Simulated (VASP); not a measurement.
Write the native input for VASP 6.6.1 that does the following.

```yaml
Task: single point
Functional: PBE
Potentials_or_basis: VASP PAW PBE potentials, release 64 (Si, Mo_sv)
Cutoff: 520 eV
k_mesh: 12 × 12 × 4
Occupations: gaussian, width 0.1 eV
Spin: no spin polarisation
Dipole_correction: no
k_mesh_for_the_DOS: 18 × 18 × 6
Occupations_for_the_DOS: tetrahedron
Further_INCAR_settings: ALGO = Normal; EDIFF = 1e-06
```

Si5Mo:

```
CELL_PARAMETERS angstrom
2.90854 0.00000 0.00000
-1.45427 2.51887 0.00000
0.00000 0.00000 12.16067
ATOMIC_POSITIONS crystal
Si 0.66667 0.33333 0.83958
Si 0.00000 0.00000 0.67386
Si 0.66667 0.33333 0.50000
Si 0.00000 0.00000 0.32614
Si 0.66667 0.33333 0.16042
Mo 0.00000 0.00000 0.00000
```

The input as run:

POSCAR

```
Si5Mo
1.0
    2.9085355852      0.0000000000      0.0000000000
   -1.4542677926      2.5188657046      0.0000000000
    0.0000000000      0.0000000000     12.1606723327
Si Mo
5 1
Direct
    0.6666666667      0.3333333333      0.8395796667
    0.0000000000      0.0000000000      0.6738621390
    0.6666666667      0.3333333333      0.5000000000
    0.0000000000      0.0000000000      0.3261378610
    0.6666666667      0.3333333333      0.1604203333
    0.0000000000      0.0000000000      0.0000000000
```

INCAR.step1

```
SYSTEM = Si5Mo
PREC = Accurate
ENCUT = 520
EDIFF = 1E-6
ISMEAR = 0
SIGMA = 0.1
LREAL = .FALSE.
LASPH = .TRUE.
NELM = 80
ALGO = Normal
ISIF = 2
LWAVE = .FALSE.
LCHARG = .TRUE.
LMAXMIX = 4
GGA = PE
NBANDS = 26
```

KPOINTS.step1

```
Automatic mesh
0
G
  12 12 4
  0 0 0
```

INCAR.step2

```
SYSTEM = Si5Mo
PREC = Accurate
ENCUT = 520
EDIFF = 1E-6
ISMEAR = -5
SIGMA = 0.1
LREAL = .FALSE.
LASPH = .TRUE.
NELM = 80
ALGO = Normal
ISIF = 2
LWAVE = .FALSE.
LCHARG = .FALSE.
LMAXMIX = 4
GGA = PE
LORBIT = 11
NEDOS = 1001
ICHARG = 11
```

KPOINTS.step2

```
Automatic mesh
0
G
  18 18 6
  0 0 0
```

Potentials or basis: VASP PAW PBE potentials, release 64 (Si, Mo_sv).

Command:

```sh
$ cat potpaw_PBE.64/Si/POTCAR potpaw_PBE.64/Mo_sv/POTCAR > POTCAR
$ cp INCAR.step1 INCAR
$ cp KPOINTS.step1 KPOINTS
$ mpirun -np 1 vasp_std > vasp.out
$ cp INCAR.step2 INCAR
$ cp KPOINTS.step2 KPOINTS
$ mpirun -np 1 vasp_std > vasp.out
```

It gave:

```yaml
Valence_electrons_inside_the_program's_atomic_spheres: Si 1.60, 1.53, 1.55 (each value once); Mo 12.59
```

It took 4.6 min on 1 thread of Intel(R) Xeon(R) 6975P-C (Granite Rapids), with other jobs on the host, peak memory 0.39 GiB.
